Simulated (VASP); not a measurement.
# TiC (Fm-3m) in VASP: further runs, part 2 of 2

VASP 6.6.1. Earlier steps stand in the parts before.

### Step 3. Single point, PBE

INCAR reads:

```
SYSTEM = TiC
PREC = Accurate
ENCUT = 520
EDIFF = 1E-6
ISMEAR = -1
SIGMA = 0.05
LREAL = .False.
LASPH = .True.
NELM = 80
ALGO = Normal
ISIF = 2
LWAVE = .False.
LCHARG = .False.
GGA = PE
NBANDS = 15
```

KPOINTS reads:

```
regular mesh
0
Gamma
  9 9 9
  0 0 0
```

POSCAR reads:

```
TiC
1.0
    0.0000000000      2.1657188437      2.1657188437
    2.1657188437      0.0000000000      2.1657188437
    2.1657188437      2.1657188437      0.0000000000
Ti C
1 1
Direct
    0.0000000000      0.0000000000      0.0000000000
    0.5000000000      0.5000000000      0.5000000000
```

Potentials or basis: VASP PAW PBE potentials, release 64 (Ti_sv, C).

The run is started by

```console
$ cat potpaw_PBE.64/Ti_sv/POTCAR potpaw_PBE.64/C/POTCAR > POTCAR
$ mpirun -np 1 vasp_std > vasp.out
```

OUTCAR:

```text
SYSTEM = TiC
   PREC = Accurate
   ENCUT = 520
   EDIFF = 1E-6
   ISMEAR = -1
   LREAL = .False.
   LASPH = .True.
   NELM = 80
   ISIF = 2
   GGA = PE

 ion  position               nearest neighbor table
   1  0.000  0.000  0.000-   2 2.17   2 2.17   2 2.17   2 2.17   2 2.17   2 2.17
   2  0.500  0.500  0.500-   1 2.17   1 2.17   1 2.17   1 2.17   1 2.17   1 2.17

  LATTYP: Found a face centered cubic cell.
 ALAT       =     4.3314376874

  Lattice vectors:

 A1 = (   0.0000000000,   2.1657188437,   2.1657188437)
 A2 = (   2.1657188437,   0.0000000000,   2.1657188437)
 A3 = (   2.1657188437,   2.1657188437,   0.0000000000)

Analysis of symmetry for initial positions (statically):
=====================================================================
 Subroutine PRICEL returns:
 Original cell was already a primitive cell.

 Routine SETGRP: Setting up the symmetry group for a
 face centered cubic supercell.

 Subroutine GETGRP returns: Found 48 space group operations
[... 9 lines left out ...]

 Routine SETGRP: Setting up the symmetry group for a
 face centered cubic supercell.

 Subroutine GETGRP returns: Found 48 space group operations
[... 155 lines left out ...]
 Fermi energy:         9.3972349269

 k-point     1 :       0.0000    0.0000    0.0000
  band No.  band energies     occupation
      1     -47.1787      2.00000
      2     -23.2027      2.00000
      3     -23.2027      2.00000
      4     -23.2027      2.00000
      5      -2.9827      2.00000
      6      10.1048      0.00000
      7      10.1048      0.00000
      8      10.1048      0.00000
      9      11.0927      0.00000
     10      11.0927      0.00000
     11      11.0927      0.00000
     12      11.1237      0.00000
     13      11.1237      0.00000
     14      19.8965      0.00000
[... 401 lines left out ...]
      2     -23.6252      2.00000
      3     -23.3655      2.00000
      4     -23.3655      2.00000
      5      -0.7099      2.00000
      6       5.8658      2.00000
      7       7.8528      2.00000
      8       9.3253      1.61665
      9       9.3253      1.61665
     10      12.0843      0.00000
     11      12.9974      0.00000
     12      12.9974      0.00000
     13      15.3589      0.00000
     14      21.2543      0.00000
     15      24.2454      0.00000

 [... further k-points ...]
[... 5 lines left out ...]
  --------------------------------------------------------------------------------------
  -------------------------------------------------------------------------------------
  Total        0.0590049      0.0590049      0.0590049      0.0000000      0.0000000      0.0000000
  in kB        4.6533121      4.6533121      4.6533121      0.0000000      0.0000000      0.0000000
  external PRESSURE =       4.6533121 kB  Pullay stress =       0.0000000 kB

 VOLUME and BASIS-vectors are now :
 -----------------------------------------------------------------------------
  energy-cutoff  :      520.00
  volume of cell :       20.32
      direct lattice vectors                 reciprocal lattice vectors
     0.000000000  2.165718844  2.165718844    -0.230870227  0.230870227  0.230870227
     2.165718844  0.000000000  2.165718844     0.230870227 -0.230870227  0.230870227
     2.165718844  2.165718844  0.000000000     0.230870227  0.230870227 -0.230870227

 POSITION                                       TOTAL-FORCE (eV/Angst)
 -----------------------------------------------------------------------------------
      0.00000      0.00000      0.00000        -0.000000      0.000000      0.000000
      2.16572      2.16572      2.16572         0.000000     -0.000000      0.000000
 -----------------------------------------------------------------------------------
    total drift:                                0.000000     -0.000000     -0.000000

  FREE ENERGIE OF THE ION-ELECTRON SYSTEM (eV)
  ---------------------------------------------------
  free  energy   TOTEN  =       -18.7089714178 eV

  energy  without entropy=      -18.7065260374  energy(sigma->0) =      -18.70774873
```

OSZICAR:

```text
N       E                     dE             d eps       ncg     rms          rms(c)
DAV:   1     0.116618083868E+03    0.11662E+03   -0.78980E+03  1057   0.127E+03
DAV:   2    -0.165453757389E+02   -0.13316E+03   -0.12444E+03  1141   0.332E+02
DAV:   3    -0.240683314444E+02   -0.75230E+01   -0.74170E+01  1354   0.774E+01
DAV:   4    -0.243152231958E+02   -0.24689E+00   -0.24652E+00  1296   0.130E+01
DAV:   5    -0.243216858439E+02   -0.64626E-02   -0.64625E-02  1354   0.191E+00    0.183E+01
DAV:   6    -0.193355425700E+02    0.49861E+01   -0.11818E+01  1467   0.563E+01    0.694E+00
DAV:   7    -0.187460236072E+02    0.58952E+00   -0.21939E+00  1198   0.209E+01    0.491E+00
DAV:   8    -0.187231404533E+02    0.22883E-01   -0.10779E-01  1162   0.338E+00    0.350E+00
DAV:   9    -0.187131436786E+02    0.99968E-02   -0.10205E-01  1444   0.456E+00    0.775E-01
DAV:  10    -0.187112299079E+02    0.19138E-02   -0.13005E-02  1322   0.145E+00    0.651E-01
DAV:  11    -0.187091894087E+02    0.20405E-02   -0.28048E-03  1225   0.742E-01    0.217E-01
DAV:  12    -0.187089869490E+02    0.20246E-03   -0.39943E-04  1418   0.292E-01    0.486E-02
DAV:  13    -0.187089709219E+02    0.16027E-04   -0.61960E-05  1232   0.780E-02    0.542E-03
DAV:  14    -0.187089714178E+02   -0.49590E-06   -0.22023E-06  1067   0.135E-02
   1 F= -.18708971E+02 E0= -.18707749E+02  d E =-.244538E-02
```

stdout:

```text
POSCAR found type information on POSCAR TiC
 POSCAR found :  2 types and       2 ions
 scaLAPACK will be used
 LDA part: xc-table for (Slater+PW92), standard interpolation
 POSCAR, INCAR and KPOINTS ok, starting setup
 FFT: planning ... GRIDC
 FFT: planning ... GRID_SOFT
 FFT: planning ... GRID
 WAVECAR not read
 entering main loop
```

Wall time 11 s (1 thread of AMD EPYC 7R43 (Zen 3), shared host); peak memory 0.11 GiB.

Results:

* Free energy: -18.7090 eV
* Pressure: 0.5 GPa
* Band gap on the k mesh: zero (band 8 reaches 10.10 eV, above the bottom of band 9 at 9.04 eV)
